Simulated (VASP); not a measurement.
A run of VASP 6.6.1 is set up as follows.

Contents of POSCAR:

```
BP
1.0
    0.0000000000      2.1352107495      2.5622528994
    2.1352107495      0.0000000000      2.5622528994
    2.1352107495      2.1352107495      0.0000000000
B P
1 1
Direct
    0.0000000000      0.0000000000      0.0000000000
    0.7500000000      0.7500000000      0.7500000000
```

The input INCAR.step1:

```
ALGO = Normal
EDIFF = 1E-4
ENCUT = 520
GGA = PE
ISMEAR = 0
LASPH = T
LCHARG = F
LREAL = F
LWAVE = T
NBANDS = 11
NELM = 100
PREC = Accurate
SIGMA = 0.05
```

The input INCAR.step2:

```
ALGO = Normal
EDIFF = 1E-6
ENCUT = 520
ISIF = 2
ISMEAR = 0
ISTART = 1
LASPH = T
LCHARG = F
LMIXTAU = T
LREAL = F
LWAVE = F
METAGGA = R2SCAN
NBANDS = 11
NELM = 100
PREC = Accurate
SIGMA = 0.05
```

KPOINTS

```
k-points
0
Gamma
  8 8 8
```

Potentials or basis: VASP PAW PBE potentials, release 64 (B, P).

Command:

```console
$ cat potpaw_PBE.64/B/POTCAR potpaw_PBE.64/P/POTCAR > POTCAR
$ cp INCAR.step1 INCAR
$ mpirun -np 1 vasp_std > vasp.out
$ cp INCAR.step2 INCAR
$ mpirun -np 1 vasp_std > vasp.out
```

Question: What does it give for the pressure?

Answer: -0.7 GPa.

Stress tensor (GPa, compression positive):
```
 20.71   0.00   0.00
  0.00  20.71   0.00
  0.00   0.00 -43.52
```

Caveat: the PAW data sets were made with another functional, which shifts forces and pressure a little.
